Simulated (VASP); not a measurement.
Set up this calculation in VASP 6.6.1, as the native input.

```
Task                   : single point
Functional             : RPBE
Potentials or basis    : VASP PAW PBE potentials, release 64 (Pb_d)
Cutoff                 : 520 eV
k mesh                 : 9 × 9 × 9
Occupations            : fermi-dirac, width 0.05 eV
Spin                   : no spin polarisation
Dipole correction      : no
Further INCAR settings : ALGO = Fast; EDIFF = 1e-07; NBANDS = 13
```

The structure of Pb lies in POSCAR:

```
Pb
1.0
    0.0000000000      2.4244952108      2.4244952108
    2.4244952108      0.0000000000      2.4244952108
    2.4244952108      2.4244952108      0.0000000000
Pb
1
Direct
    0.0000000000      0.0000000000      0.0000000000
```

One way to write it, as run:

INCAR

```
ALGO     = Fast           # electronic algorithm
EDIFF    = 1E-7           # SCF threshold, eV
ENCUT    = 520            # plane-wave cutoff, eV
GGA      = RP             # functional
ISIF     = 2              # what is computed and relaxed
ISMEAR   = -1             # smearing method
LASPH    = True           # aspherical terms in the spheres
LCHARG   = False          # write CHGCAR
LREAL    = False          # projectors in reciprocal space
LWAVE    = False          # write WAVECAR
NBANDS   = 13             # bands
NELM     = 100            # most SCF steps
PREC     = Accurate       # precision mode
SIGMA    = 0.05           # smearing width, eV
```

KPOINTS

```
k-points
0
Gamma
  9 9 9
```

Potentials or basis: VASP PAW PBE potentials, release 64 (Pb_d).

The run is started by

```console
$ cat potpaw_PBE.64/Pb_d/POTCAR > POTCAR
$ mpirun -np 1 vasp_std > vasp.out
```

It gave:

```json
{
 "Pressure": "7.7 GPa",
 "Band gap on the k mesh": "zero (band 7 reaches 16.07 eV, above the bottom of band 8 at 6.45 eV)"
}
```

Caveat: the PAW data sets were made with another functional, which shifts forces and pressure a little; spin-orbit coupling is left out, which moves the levels of the heavy elements.

It took 14 s on 1 thread of AMD EPYC 7R13 Processor (Zen 3), on a shared host, peak memory 0.13 GiB.
